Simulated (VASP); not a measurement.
Si, 4 atoms in the cell. The structure is orthorhombic, space group Cmcm (No. 63). Conventional cell: a = 3.904 Å, b = 6.637 Å, c = 6.341 Å, α = 90.00°, β = 90.00°, γ = 90.00°. Within 3.1 Å of Si (site symmetry m) lie 4 Si at 2.36 to 2.38 Å.  This cell differs from its parent crystal: uniaxial x strain +1.9%.

- Program: VASP 6.6.1
- Task: single point
- Functional: PBE
- Potentials or basis: VASP PAW PBE potentials, release 64 (Si)
- Cutoff: 520 eV
- k mesh: 12 × 12 × 4
- Occupations: fermi-dirac, width 0.02 eV
- Spin: no spin polarisation
- Dipole correction: no
- Further INCAR settings: ALGO = Normal; EDIFF = 1e-06; NBANDS = 16

Potentials or basis: VASP PAW PBE potentials, release 64 (Si).

Launch:

```sh
$ cat potpaw_PBE.64/Si/POTCAR > POTCAR
$ mpirun -np 1 vasp_std > vasp.out
```

Hardware: 1 thread of Intel Xeon 8259CL, with other jobs on the host.

**Question.** How long does it take, and how much memory?

**Answer.** Wall time 4 min on 1 thread of Intel Xeon 8259CL (shared host), peak memory 0.26 GiB. Counts: scf iterations 13, k points 129.
